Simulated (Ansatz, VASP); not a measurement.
# One calculation of Te, two programs

```
Te
1.0
     4.14942   -2.32378    0.00000
     4.14942    2.32378    0.00000
    -0.12784    0.00000    3.95735
Te
3
Direct
  0.67600 0.67600 0.67500
  0.32400 0.32400 0.32500
  0.00000 0.00000 0.00000
```

Change from the starting cell: equal xx and yy strain of -2 %.

Alike in both runs: task single point; functional PBE; k mesh 8 × 8 × 8; occupations fermi-dirac, width 0.05 eV; no spin polarisation.

|  | VASP | Ansatz |
| --- | --- | --- |
| version | VASP 6.6.1 | Ansatz 0.2.0 |
| potentials or method | VASP PAW PBE potentials, release 64 (Te), cutoff 520 eV | all-electron LAPW, scalar-relativistic |

```csv
,VASP,Ansatz,Ansatz less VASP
pressure (GPa),14.1,14.2,+0.05
"traceless stress, the component that is largest in VASP (GPa)",-1.43,-1.40,+0.036
rms of the force components (eV/Å),0.304,0.301,-0.0028
```

Atom by atom the forces differ by 0.003 eV/Å (rms over components). Ansatz ran all-electron here, and VASP with PAW potentials.

Spin-orbit coupling is off throughout.
